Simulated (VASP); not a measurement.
Al3B2Sb: relaxation of cell and atoms with PBE

Al3B2Sb:

```xyz
6
Lattice="3.9964 0.0000 0.0000 -1.9982 3.4609 0.0000 0.0000 0.0000 6.9388" Properties=species:S:1:pos:R:3 pbc="T T T"
Al    1.9982    0.0000    2.5760
Al   -0.9991    1.7305    2.5760
Al    0.9991    1.7305    2.5760
B     0.0000    0.0000    1.4252
B     0.0000    0.0000    3.1227
Sb    0.0000    0.0000    6.1449
```

The cell was built from a structure type or drawn by symmetry, and may not be a known phase.

- Program: VASP 6.6.1
- Task: relaxation of cell and atoms
- Functional: PBE
- Potentials or basis: VASP PAW PBE potentials, release 64 (Al, B, Sb)
- Cutoff: 600 eV
- k mesh: 6 × 6 × 4
- Occupations: gaussian, width 0.1 eV
- Spin: no spin polarisation
- Dipole correction: no
- Further INCAR settings: ALGO = Normal; EDIFF = 1e-07; IBRION = 2; EDIFFG = -0.04; NSW = 90; ISIF = 3

| Item | Value |
| --- | --- |
| Relaxed volume | 21.79 Å³/atom |
| Relaxed cell | a = 4.971 Å, b = 4.971 Å, c = 6.109 Å, α = 90.00°, β = 90.00°, γ = 120.00° |
| Space group after relaxing (to 0.1 Å) | P6/mmm (No. 191) |
| Energy gained by relaxing | 1456.0 meV/atom |
| Ionic steps | 36 |
| Pressure after relaxing | 0.1 GPa |
| Largest force after relaxing | 0.025 eV/Å |
| Band gap on the k mesh | zero (bands 10 and 11 overlap by 1.21 eV) |

Forces on the atoms (eV/Å):
```
Al   0.000  0.000 -0.008
Al   0.000  0.000 -0.008
Al   0.000  0.000 -0.008
B    0.000  0.000 -0.001
B    0.000  0.000 -0.001
Sb   0.000  0.000  0.025
```

Stress tensor (GPa, compression positive):
```
0.11 0.00 0.00
0.00 0.11 0.00
0.00 0.00 0.02
```

The path:
| step | energy change (eV) | largest force (eV/Å) | pressure (GPa) | volume (Å³) |
| --- | --- | --- | --- | --- |
| 1 | 0.0000 | 1.8452 | 53.85 | 95.97 |
| 2 | -6.9292 | 2.2125 | -7.20 | 186.13 |
| 3 | -8.1644 | 1.6485 | -1.58 | 144.24 |
| 4 | -8.1700 | 1.7739 | -2.78 | 148.44 |
| 5 | -8.1731 | 1.7356 | -2.42 | 147.12 |
| 6 | -8.4614 | 1.1954 | 0.59 | 141.68 |
| 7 | -8.4723 | 0.8394 | 0.01 | 142.49 |
| 8 | -8.4938 | 0.8917 | -0.10 | 142.10 |
| 9 | -8.4950 | 0.7152 | -0.09 | 142.17 |
| 10 | -8.5290 | 0.5466 | -0.60 | 141.71 |
| 11 | -8.6084 | 0.0925 | -1.74 | 140.29 |
| 12 | -8.5765 | 1.6660 | -2.02 | 137.28 |
| 13 | -8.6305 | 0.0542 | -1.99 | 139.69 |
| 14 | -8.6562 | 0.5589 | -2.43 | 138.34 |
| 15 | -8.6661 | 0.6536 | -2.10 | 137.25 |
| 16 | -8.6676 | 0.7314 | -1.93 | 136.73 |
| 17 | -8.6816 | 0.5668 | -1.68 | 136.05 |
| 18 | -8.7079 | 0.2954 | -0.87 | 134.04 |
| 19 | -8.6789 | 1.3494 | 1.09 | 130.08 |
| 20 | -8.7115 | 0.3102 | -0.45 | 133.11 |
| 21 | -8.7116 | 0.3376 | -0.40 | 133.01 |
| 22 | -8.7152 | 0.2575 | -0.29 | 132.56 |
| 23 | -8.7213 | 0.1407 | 0.07 | 131.22 |
| 24 | -8.7215 | 0.1074 | 0.18 | 130.86 |
| 25 | -8.7229 | 0.0940 | 0.15 | 130.89 |
| 26 | -8.7251 | 0.1641 | 0.06 | 130.99 |
| 27 | -8.7253 | 0.1897 | 0.04 | 131.02 |
| 28 | -8.7270 | 0.1085 | 0.00 | 131.13 |
| 29 | -8.7292 | 0.2293 | -0.12 | 131.45 |
| 30 | -8.7304 | 0.1763 | -0.14 | 131.45 |
| 31 | -8.7326 | 0.1147 | -0.19 | 131.45 |
| 32 | -8.7322 | 0.2923 | -0.26 | 131.45 |
| 33 | -8.7333 | 0.1683 | -0.22 | 131.45 |
| 34 | -8.7345 | 0.1383 | -0.11 | 131.19 |
| 35 | -8.7358 | 0.0647 | 0.16 | 130.56 |
| 36 | -8.7362 | 0.0251 | 0.08 | 130.75 |

Final structure:
```
Al B Sb
1.0
     4.97135    0.00000    0.00000
    -2.48567    4.30531    0.00000
     0.00000    0.00000    6.10871
Al B Sb
3 2 1
Direct
  0.50000 0.00000 0.36011
  0.00000 0.50000 0.36011
  0.50000 0.50000 0.36011
  0.00000 0.00000 0.22484
  0.00000 0.00000 0.49143
  0.00000 0.00000 0.85814
```

Levels at points of the mesh, in eV from the Fermi level:
```csv
k point,band 8,band 9,band 10,band 11,band 12,band 13
"(0.00, 0.00, 0.00)",-1.00,-1.00,-0.03,0.56,0.56,1.22
"(0.50, 0.00, 0.00)",-1.45,0.09,0.18,0.50,1.08,1.23
"(0.00, 0.00, 0.50)",-2.39,-1.02,-1.02,-0.95,-0.95,0.51
"(0.50, 0.00, 0.50)",-1.52,-1.41,-0.18,1.01,1.46,1.83
```

Wall time 9.6 min on 1 thread of Intel(R) Xeon(R) Platinum 8124M CPU @ 3.00GHz (Skylake/Cascade Lake) (shared host), peak memory 0.27 GiB.

Caveat: the volume moved by over 15 % at a fixed basis, so the end points are rough; spin-orbit coupling is left out, which moves the levels of the heavy elements.
